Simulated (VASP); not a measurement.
# HfB2 (P6/mmm) in VASP: further runs

Runs on HfB2. Level: PBE. Tasks: single point, relaxation of cell and atoms.

All numbers are computed with VASP 6.6.1; they aren't measurements. Logs are shortened: lines on timing, memory, paths and dates and some standing lists are left out, and cuts for length are marked.

**1. The cell of the first run**

It takes space group P6/mmm (No. 191, hexagonal). Conventional cell: a = 3.145 Å, b = 3.145 Å, c = 3.487 Å, α = 90.00°, β = 90.00°, γ = 120.00°. Hf (site symmetry 6/mmm) has 12 B at 2.52 Å and 6 Hf at 3.15 Å within 3.3 Å. B (site symmetry -6m2) has 3 B at 1.82 Å within 2.4 Å.

**2. Single point, PBE**

The input, INCAR:

```
PREC = Accurate
ENCUT = 520
EDIFF = 1E-6
ISMEAR = 0
SIGMA = 0.1
LREAL = False
LASPH = True
NELM = 100
ALGO = Normal
ISIF = 2
LWAVE = False
LCHARG = True
GGA = PE
LELF = True
LVHAR = True
NBANDS = 15
```

The input, KPOINTS:

```
Automatic mesh
0
Gamma
  15 15 12
```

The input, POSCAR:

```
HfB2
1.0
    3.1451359168      0.0000000000      0.0000000000
   -1.5725679584      2.7237676023      0.0000000000
    0.0000000000      0.0000000000      3.4873267043
Hf B
1 2
Direct
    0.0000000000      0.0000000000      0.0000000000
    0.3333333333      0.6666666667      0.5000000000
    0.6666666667      0.3333333333      0.5000000000
```

Potentials or basis: VASP PAW PBE potentials, release 64 (Hf_pv, B).

Launch:

```console
$ cat potpaw_PBE.64/Hf_pv/POTCAR potpaw_PBE.64/B/POTCAR > POTCAR
$ mpirun -np 1 vasp_std > vasp.out
```

OUTCAR:

```text
PREC = Accurate
   ENCUT = 520
   EDIFF = 1E-6
   ISMEAR = 0
   LREAL = False
   LASPH = True
   NELM = 100
   ISIF = 2
   GGA = PE

 ion  position               nearest neighbor table
   1  0.000  0.000  0.000-   2 2.52   3 2.52   2 2.52   3 2.52   2 2.52   2 2.52   3 2.52   3 2.52
                             3 2.52   3 2.52   2 2.52   2 2.52
   2  0.333  0.667  0.500-   3 1.82   3 1.82   3 1.82   1 2.52   1 2.52   1 2.52   1 2.52   1 2.52
                             1 2.52
   3  0.667  0.333  0.500-   2 1.82   2 1.82   2 1.82   1 2.52   1 2.52   1 2.52   1 2.52   1 2.52
                             1 2.52

  LATTYP: Found a hexagonal cell.
 ALAT       =     3.1451359168
 C/A-ratio  =     1.1087999999

  Lattice vectors:

 A1 = (   3.1451359168,   0.0000000000,   0.0000000000)
 A2 = (  -1.5725679584,   2.7237676023,   0.0000000000)
 A3 = (   0.0000000000,   0.0000000000,   3.4873267043)

Analysis of symmetry for initial positions (statically):
=====================================================================
 Subroutine PRICEL returns:
 Original cell was already a primitive cell.

 Routine SETGRP: Setting up the symmetry group for a
 hexagonal supercell.

 Subroutine GETGRP returns: Found 24 space group operations
 (whereof 24 operations were pure point group operations)
 out of a pool of 24 trial point group operations.

The static configuration has the point symmetry D_6h.

Analysis of symmetry for dynamics (positions and initial velocities):
=====================================================================
 Subroutine PRICEL returns:
 Original cell was already a primitive cell.

 Routine SETGRP: Setting up the symmetry group for a
 hexagonal supercell.

 Subroutine GETGRP returns: Found 24 space group operations
 (whereof 24 operations were pure point group operations)
 out of a pool of 24 trial point group operations.

The dynamic configuration has the point symmetry D_6h.

 Subroutine INISYM returns: Found 24 space group operations
 (whereof 24 operations are pure point group operations),
 and found     1 'primitive' translations

----------------------------------------------------------------------------------------

                                     Primitive cell

  volume of cell :      29.8746

  direct lattice vectors                    reciprocal lattice vectors
     3.145135917  0.000000000  0.000000000     0.317951283  0.183569259  0.000000000
    -1.572567958  2.723767602  0.000000000     0.000000000  0.367138518  0.000000000
     0.000000000  0.000000000  3.487326704     0.000000000  0.000000000  0.286752600

  length of vectors
     3.145135917  3.145135917  3.487326704     0.367138518  0.367138518  0.286752600

  position of ions in fractional coordinates (direct lattice)
     0.000000000  0.000000000  0.000000000
     0.333333333  0.666666667  0.500000000
     0.666666667  0.333333333  0.500000000

  ion indices of the primitive-cell ions
   primitive index   ion index
                 1           1
                 2           2
                 3           3

----------------------------------------------------------------------------------------

 KPOINTS: Automatic mesh

Automatic generation of k-mesh.
 Grid dimensions read from file:
 generate k-points for:   15   15   12

 Generating k-lattice:

  Cartesian coordinates                     Fractional coordinates (reciprocal lattice)
     0.021196752  0.012237951  0.000000000     0.066666667  0.000000000  0.000000000
     0.000000000  0.024475901  0.000000000     0.000000000  0.066666667  0.000000000
     0.000000000  0.000000000  0.023896050     0.000000000  0.000000000  0.083333333

  Length of vectors
     0.024475901  0.024475901  0.023896050

  Shift w.r.t. Gamma in fractional coordinates (k-lattice)
     0.000000000  0.000000000  0.000000000

 Subroutine IBZKPT returns following result:
 ===========================================

 Found    189 irreducible k-points:

 Following reciprocal coordinates:
            Coordinates               Weight
  0.000000  0.000000  0.000000      1.000000
  0.066667  0.000000  0.000000      6.000000
  0.133333  0.000000  0.000000      6.000000
  0.200000  0.000000  0.000000      6.000000
  0.266667  0.000000  0.000000      6.000000
  0.333333  0.000000  0.000000      6.000000
[... 16 lines left out ...]
  0.333333  0.200000  0.000000     12.000000
  0.400000  0.200000  0.000000      6.000000
 [... further k-points ...]
   k-points           NKPTS =    189   k-points in BZ     NKDIM =    189   number of bands    NBANDS=     15
   number of dos      NEDOS =    301   number of ions     NIONS =      3
   total plane-waves  NPLWV =  16128
   dimension x,y,z NGX =    24 NGY =   24 NGZ =   28
   dimension x,y,z NGXF=    48 NGYF=   48 NGZF=   56
   ions per type =               1   2
   NGX,Y,Z   is equivalent  to a cutoff of  12.69, 12.69, 13.35 a.u.
   NGXF,Y,Z  is equivalent  to a cutoff of  25.37, 25.37, 26.70 a.u.
 SYSTEM =  unknown system
   PREC   = accura    normal or accurate (medium, high low for compatibility)
   ISTART =      0    job   : 0-new  1-cont  2-samecut
   ICHARG =      2    charge: 1-file 2-atom 10-const
   ISPIN  =      1    spin polarized calculation?
   LNONCOLLINEAR =      F non collinear calculations
   LSORBIT =      F    spin-orbit coupling
   LASPH  =      T    aspherical Exc in radial PAW
   ENCUT  =  520.0 eV  38.22 Ry    6.18 a.u.   5.85  5.85  6.48*2*pi/ulx,y,z
   NELM   =    100;   NELMIN=  2; NELMDL= -5     # of ELM steps
   EDIFF  = 0.1E-05   stopping-criterion for ELM
   LREAL  =      F    real-space projection
   EDIFFG = 0.1E-04   stopping-criterion for IOM
   NSW    =      0    number of steps for IOM
   IBRION =     -1    ionic relax: 0-MD 1-quasi-New 2-CG
   NFREE  =      0    steps in history (QN), initial steepest desc. (CG)
   ISIF   =      2    stress and relaxation
   ISYM   =      2    0-nonsym 1-usesym 2-fastsym
   POTIM  = 0.5000    time-step for ionic-motion
   TEBEG  =    0.0;   TEEND  =   0.0 temperature during run
   PSTRESS=    0.0 pullay stress
   NELECT =      16.0000    total number of electrons
   NUPDOWN=      -1.0000    fix difference up-down
   EMIN   =  10.00;   EMAX   =-10.00  energy-range for DOS
   EFERMI =   0.00;   METHOD = LEGACY
   ISMEAR =     0;   SIGMA  =   0.10  broadening in eV -4-tet -1-fermi 0-gaus
   EFERMI_NEDOS =   21; number of points for ismear=-14 and -15
   IALGO  =     38    algorithm
   IMIX   =      4    mixing-type and parameters
     AMIX     =   0.40;   BMIX     =  1.00
     AMIX_MAG =   1.60;   BMIX_MAG =  1.00
  volume/ion in A,a.u.               =       9.96        67.20
  Fermi-wavevector in a.u.,A,eV,Ry     =   1.329477  2.512347 24.048417  1.767509
  Thomas-Fermi vector in A             =   2.458636
   LORBIT       =      0    0 simple, 1 ext, 2 COOP (PROOUT), +10 PAW based schemes
   GGA     = PE    functional components
   LHFCALC =     F    Hartree Fock is set to
   AEXX    =    0.0000 exact exchange contribution
   IVDW    =     0    specifies the selected vdW correction
   LEPSILON=     F    determine dielectric tensor
   LRPA    =     F    only Hartree local field effects (RPA)
 non-spin polarized calculation
 Gauss-broadening in eV      SIGMA  =   0.10
  energy-cutoff  :      520.00
  volume of cell :       29.87
 maximum number of plane-waves:       820
 NGX is ok and might be reduce to    24
   NGX = 11   NGY = 11   NGZ = 13

 number of electron      15.9999997 magnetization

 Free energy of the ion-electron system (eV)
  ---------------------------------------------------
  ext. energy  EPLUGINS =         0.00000000
  ---------------------------------------------------
  free energy    TOTEN  =       -26.40173305 eV

  energy without entropy =      -26.40061599  energy(sigma->0) =      -26.40117452

 E-fermi :   7.6560     XC(G=0): -12.5715

 val. band max:        7.6100117681   @ k =   0.4000   0.1333   0.0000
 cond. band min:       7.6733924445   @ k =   0.0667   0.0667   0.4167
 fundamental gap:      0.0633806764
 Fermi energy:         7.6560110372

 k-point     1 :       0.0000    0.0000    0.0000
  band No.  band energies     occupation
      1     -23.0251      2.00000
      2     -22.5324      2.00000
      3     -22.5324      2.00000
      4      -6.0957      2.00000
      5       4.6361      2.00000
      6       4.7449      2.00000
      7       4.7449      2.00000
      8       4.8410      2.00000
      9      11.6275      0.00000
     10      11.6275      0.00000
     11      12.2562      0.00000
     12      12.2562      0.00000
     13      12.5886      0.00000
     14      12.5993      0.00000
     15      12.5993      0.00000

 k-point     2 :       0.0667    0.0000    0.0000
  band No.  band energies     occupation
      1     -23.0195      2.00000
      2     -22.5669      2.00000
      3     -22.5400      2.00000
      4      -5.9998      2.00000
      5       4.4643      2.00000
      6       4.7345      2.00000
      7       4.7391      2.00000
      8       4.7576      2.00000
      9      11.4069      0.00000
     10      11.5596      0.00000
     11      11.7077      0.00000
     12      11.7533      0.00000
     13      12.9240      0.00000
     14      13.2381      0.00000
     15      13.4271      0.00000

 k-point     3 :       0.1333    0.0000    0.0000
  band No.  band energies     occupation
      1     -23.0038      2.00000
      2     -22.6632      2.00000
      3     -22.5615      2.00000
      4      -5.7189      2.00000
      5       3.7513      2.00000
      6       4.5412      2.00000
      7       4.7100      2.00000
      8       4.9920      2.00000
      9      10.4437      0.00000
     10      11.3426      0.00000
     11      11.3757      0.00000
     12      11.9654      0.00000
     13      13.4292      0.00000
     14      14.0938      0.00000
     15      14.6284      0.00000
[... 343 lines left out ...]
 k-point    23 :       0.3333    0.2000    0.0000
  band No.  band energies     occupation
      1     -23.1769      2.00000
      2     -22.8893      2.00000
      3     -22.8555      2.00000
      4      -2.2128      2.00000
      5      -0.3618      2.00000
      6       1.6674      2.00000
      7       4.0243      2.00000
      8       6.7894      2.00000
      9       7.4314      1.99851
     10       9.8921      0.00000
     11      12.9309      0.00000
     12      14.5017      0.00000
     13      15.9116      0.00000
     14      17.3257      0.00000
     15      17.6436      0.00000

 k-point    24 :       0.4000    0.2000    0.0000
  band No.  band energies     occupation
      1     -23.1908      2.00000
      2     -22.8846      2.00000
      3     -22.8729      2.00000
      4      -1.4415      2.00000
      5      -1.1517      2.00000
      6       1.5602      2.00000
      7       4.0690      2.00000
      8       6.5696      2.00000
      9       7.3907      1.99982
     10      10.5856      0.00000
     11      12.2334      0.00000
     12      14.4705      0.00000
     13      16.4276      0.00000
     14      17.6104      0.00000
     15      17.9836      0.00000

 [... further k-points ...]
[... 5 lines left out ...]
  --------------------------------------------------------------------------------------
  -------------------------------------------------------------------------------------
  Total       -0.0895210     -0.0895210     -0.0351634      0.0000000     -0.0000000      0.0000000
  in kB       -4.8010200     -4.8010200     -1.8858176      0.0000000     -0.0000000      0.0000000
  external PRESSURE =      -3.8292859 kB  Pullay stress =       0.0000000 kB

 VOLUME and BASIS-vectors are now :
 -----------------------------------------------------------------------------
  energy-cutoff  :      520.00
  volume of cell :       29.87
      direct lattice vectors                 reciprocal lattice vectors
     3.145135917  0.000000000  0.000000000     0.317951283  0.183569259  0.000000000
    -1.572567958  2.723767602  0.000000000     0.000000000  0.367138518  0.000000000
     0.000000000  0.000000000  3.487326704     0.000000000  0.000000000  0.286752600

 POSITION                                       TOTAL-FORCE (eV/Angst)
 -----------------------------------------------------------------------------------
      0.00000      0.00000      0.00000         0.000000      0.000000      0.000000
     -0.00000      1.81585      1.74366         0.000000     -0.000000      0.000000
      1.57257      0.90792      1.74366        -0.000000      0.000000      0.000000
 -----------------------------------------------------------------------------------
    total drift:                               -0.000000      0.000000      0.000000

  FREE ENERGIE OF THE ION-ELECTRON SYSTEM (eV)
  ---------------------------------------------------
  free  energy   TOTEN  =       -26.4017330541 eV

  energy  without entropy=      -26.4006159891  energy(sigma->0) =      -26.40117452
```

Run time: 23 s. Hardware: 1 thread of Intel Xeon 6975P-C (Granite Rapids), shared host; peak memory 0.21 GiB.

Results:

| Property | Result |
| --- | --- |
| Free energy | -26.4017 eV |
| Pressure | -0.4 GPa |
| Band gap on the k mesh | zero (bands 8 and 9 overlap by 1.03 eV) |

Caveat: spin-orbit coupling is left out, which moves the levels of the heavy elements.

**3. Relaxation of cell and atoms, PBE**

This run uses another cell than the first one, of 9.86 Å³/atom.

The input, INCAR:

```
PREC = Accurate ; ENCUT = 600
EDIFF = 1E-7 ; ISMEAR = 0
SIGMA = 0.1 ; LREAL = F
LASPH = T ; NELM = 100
ALGO = Normal ; ISIF = 3
LWAVE = F ; LCHARG = F
GGA = PE ; IBRION = 2
NSW = 100 ; EDIFFG = -0.002
```

The input, KPOINTS:

```
regular mesh
0
Gamma
  15 15 12
```

The input, POSCAR:

```
HfB2
1.0
    3.1326790800      0.0000000000      0.0000000000
   -1.5663395400      2.7129796700      0.0000000000
    0.0000000000      0.0000000000      3.4792139900
Hf B
1 2
Direct
    0.0000000000      0.0000000000      0.0000000000
    0.3333333300      0.6666666700      0.5000000000
    0.6666666700      0.3333333300      0.5000000000
```

Potentials or basis: VASP PAW PBE potentials, release 64 (Hf_pv, B).

Launch:

```console
$ cat potpaw_PBE.64/Hf_pv/POTCAR potpaw_PBE.64/B/POTCAR > POTCAR
$ mpirun -np 1 vasp_std > vasp.out
```

Run time: 99 s. Hardware: 1 thread of Intel Xeon 6975P-C (Granite Rapids), shared host; peak memory 0.24 GiB.

Results (log left out):

```yaml
Free_energy: -26.4037 eV
Relaxed_volume: 9.94 Å³/atom
Relaxed_cell: a = 3.143 Å, b = 3.143 Å, c = 3.487 Å, α = 90.00°, β = 90.00°, γ = 120.00°
Space_group_after_relaxing_to_0.1_Å: P6/mmm (No. 191)
Energy_gained_by_relaxing: 0.6 meV/atom
Ionic_steps: 6
Pressure_after_relaxing: 0.0 GPa
Band_gap_on_the_k_mesh: zero (bands 8 and 9 overlap by 1.04 eV)
```

The path:
```
step  energy change (eV)  largest force (eV/Å)  pressure (GPa)  volume (Å³)
   1              0.0000                0.0000            2.27        29.57
   2              0.0013                0.0000           -2.85        30.17
   3             -0.0018                0.0000            0.00        29.83
   4             -0.0018                0.0000           -0.04        29.83
   5             -0.0018                0.0000            0.04        29.82
   6             -0.0018                0.0000            0.01        29.83
```

Final structure:
```
Hf B
1.0
     3.14269    0.00000    0.00000
    -1.57135    2.72165    0.00000
     0.00000    0.00000    3.48733
Hf B
1 2
Direct
  0.00000 0.00000 0.00000
  0.33333 0.66667 0.50000
  0.66667 0.33333 0.50000
```

Levels at points of the mesh, in eV from the Fermi level:
| k point | band 5 | band 6 | band 7 | band 8 | band 9 | band 10 | band 11 | band 12 |
| --- | --- | --- | --- | --- | --- | --- | --- | --- |
| (0.00, 0.00, 0.00) | -3.03 | -2.91 | -2.91 | -2.82 | 3.98 | 3.98 | 4.60 | 4.60 |
| (0.00, 0.00, 0.50) | -8.38 | -1.22 | -1.22 | 0.30 | 0.30 | 0.97 | 0.97 | 2.17 |

Caveat: spin-orbit coupling is left out, which moves the levels of the heavy elements.

**4. Single point, PBE**

This run uses another cell than the first one, of 9.86 Å³/atom.

The input, INCAR:

```
ALGO = Normal
EDIFF = 1E-7
ENCUT = 520
GGA = PE
ISIF = 2
ISMEAR = 0
LASPH = True
LCHARG = True
LELF = True
LREAL = False
LVHAR = True
LWAVE = False
NBANDS = 15
NELM = 100
PREC = Accurate
SIGMA = 0.1
```

The input, KPOINTS:

```
k-points
0
Gamma
  6 6 6
```

POSCAR is that of step 3.

Launch:

```console
$ cat potpaw_PBE.64/Hf_pv/POTCAR potpaw_PBE.64/B/POTCAR > POTCAR
$ mpirun -np 1 vasp_std > vasp.out
```

It took 6 s on 1 thread of Intel Xeon 6975P-C (Granite Rapids), shared host; peak memory 0.14 GiB.

The run converged. Its results:

```
Free energy            : -26.3431 eV
Pressure               : 2.5 GPa
Band gap on the k mesh : zero (bands 8 and 9 overlap by 1.17 eV)
```

Stress tensor (GPa, compression positive):
```
3.54 0.00 0.00
0.00 3.54 0.00
0.00 0.00 0.52
```

Levels at points of the mesh, in eV from the Fermi level:
```tsv
k point	band 5	band 6	band 7	band 8	band 9	band 10	band 11	band 12
(0.00, 0.00, 0.00)	-2.62	-2.49	-2.49	-2.40	4.45	4.45	5.08	5.08
(0.50, 0.00, 0.00)	-8.66	-3.76	-3.04	-2.47	2.51	3.14	6.01	6.20
(0.00, 0.00, 0.50)	-7.98	-0.80	-0.80	0.74	0.74	1.43	1.43	2.61
(0.50, 0.00, 0.50)	-7.13	-4.58	-4.31	-2.26	4.43	4.55	6.73	7.61
```

Caveat: the k points lie up to 0.39 Å⁻¹ apart, too coarse for converged energies and pressures of a metal; spin-orbit coupling is left out, which moves the levels of the heavy elements.

**5. The runs side by side**

```csv
task,cell,k mesh,cutoff (eV),gap on the mesh (eV),pressure (GPa)
single point,"a = 3.145, b = 3.145, c = 3.487 Å, angles 90.0, 90.0, 120.0°, 3 atoms",15 × 15 × 12,520,none,-0.4
relaxation of cell and atoms,"relaxed from a = 3.133, b = 3.133, c = 3.479 Å, angles 90.0, 90.0, 120.0°, 3 atoms",15 × 15 × 12,600,none,0.0
single point,"a = 3.133, b = 3.133, c = 3.479 Å, angles 90.0, 90.0, 120.0°, 3 atoms",6 × 6 × 6,520,none,2.5
```

Alike in all rows: level PBE; potentials or basis VASP PAW PBE potentials, release 64 (Hf_pv, B); no spin polarisation; smearing gaussian 0.1 eV.

Caveats: some runs use coarse meshes; spin-orbit coupling is left out, which moves the levels of the heavy elements.

Total energies depend on the potentials used, so only differences within one code and one set of settings carry meaning.
